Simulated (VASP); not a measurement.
# Si3C: single point with PBE

Crystal: Si3C.

```xyz
4
Lattice="3.4087 0.0000 0.0000 0.0000 3.4087 0.0000 0.0000 0.0000 4.9724" Properties=species:S:1:pos:R:3 pbc="T T T"
C     0.0000    0.0000    0.0000
Si    0.0000    1.7044    1.0050
Si    1.7044    1.7044    2.4862
Si    1.7044    0.0000    3.9674
```

This cell differs from its parent crystal: volume changed by -3%.

```yaml
Program: VASP 6.6.1
Task: single point
Functional: PBE
Potentials_or_basis: VASP PAW PBE potentials, release 64 (C, Si)
Cutoff: 520 eV
k_mesh: 6 × 6 × 4
Occupations: fermi-dirac, width 0.02 eV
Spin: no spin polarisation
Dipole_correction: no
Further_INCAR_settings: ALGO = Normal; EDIFF = 1e-06; NBANDS = 16
```

* Pressure: 4.1 GPa
* Largest force: 0.236 eV/Å
* Band gap on the k mesh: zero (band 8 reaches 8.11 eV, above the bottom of band 9 at 7.57 eV)

Forces in eV/Å, atoms in the order of the input:
```
C    0.000  0.000  0.000
Si   0.000  0.000 -0.236
Si   0.000  0.000  0.000
Si   0.000  0.000  0.236
```

Stress tensor (GPa, compression positive):
```
4.00 0.00 0.00
0.00 4.00 0.00
0.00 0.00 4.44
```

Levels at points of the mesh, in eV from the Fermi level:
| k point | band 5 | band 6 | band 7 | band 8 | band 9 | band 10 | band 11 | band 12 |
| --- | --- | --- | --- | --- | --- | --- | --- | --- |
| (0.00, 0.00, 0.00) | -4.48 | -0.88 | -0.86 | 0.19 | 0.19 | 1.20 | 3.39 | 3.39 |
| (0.50, 0.00, 0.00) | -5.12 | -4.73 | -3.59 | -0.32 | 2.21 | 2.53 | 4.00 | 5.67 |
| (0.50, 0.50, 0.00) | -4.28 | -3.94 | -3.94 | -3.32 | -0.35 | 0.39 | 0.97 | 0.97 |
| (0.00, 0.00, 0.50) | -4.25 | -3.70 | -0.90 | -0.90 | 0.50 | 1.41 | 3.51 | 3.63 |
| (0.50, 0.00, 0.50) | -3.54 | -2.05 | -2.04 | -0.04 | 0.61 | 3.40 | 3.62 | 3.68 |
| (0.50, 0.50, 0.50) | -5.32 | -5.08 | -5.08 | -4.99 | 3.15 | 4.10 | 4.10 | 4.11 |

Run time: 11 s on 1 thread of Intel(R) Xeon(R) 6975P-C (Granite Rapids), with other jobs on the host, peak memory 0.18 GiB.
